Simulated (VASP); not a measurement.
Input of a VASP 6.6.1 run:

INCAR

```
ALGO = Normal
EDIFF = 1E-6
ENCUT = 520
GGA = PE
ISIF = 2
ISMEAR = -1
LASPH = T
LCHARG = F
LREAL = F
LWAVE = F
NBANDS = 21
NELM = 100
PREC = Accurate
SIGMA = 0.02
```

File KPOINTS:

```
k-points
0
Gamma
  6 6 4
```

The input POSCAR:

```
MgHgO2
1.0
    3.4123434757      0.0000000000      0.0000000000
    0.0000000000      3.4123434757      0.0000000000
    0.0000000000      0.0000000000      5.0024353408
Mg O Hg
1 2 1
Direct
    0.0000000000      0.0000000000      0.0000000000
    0.0000000000      0.5000000000      0.2015469214
    0.5000000000      0.0000000000      0.7984530786
    0.5000000000      0.5000000000      0.5000000000
```

Potentials or basis: VASP PAW PBE potentials, release 64 (Mg, O, Hg).

Run with:

```bash
$ cat potpaw_PBE.64/Mg/POTCAR potpaw_PBE.64/O/POTCAR potpaw_PBE.64/Hg/POTCAR > POTCAR
$ mpirun -np 1 vasp_std > vasp.out
```

Problem. What does it give for the pressure?

Solution. 3.6 GPa.

Problem. What does it give for the largest force?

Solution. 0.146 eV/Å.

Problem. Predict the band gap on the k mesh.

Solution. 0.02 eV.

Stress tensor (GPa, compression positive):
```
3.42 0.00 0.00
0.00 3.42 0.00
0.00 0.00 3.88
```

Caveat: the cell stands under pressure; the smearing spreads over this small gap; spin-orbit coupling is left out, which moves the levels of the heavy elements.
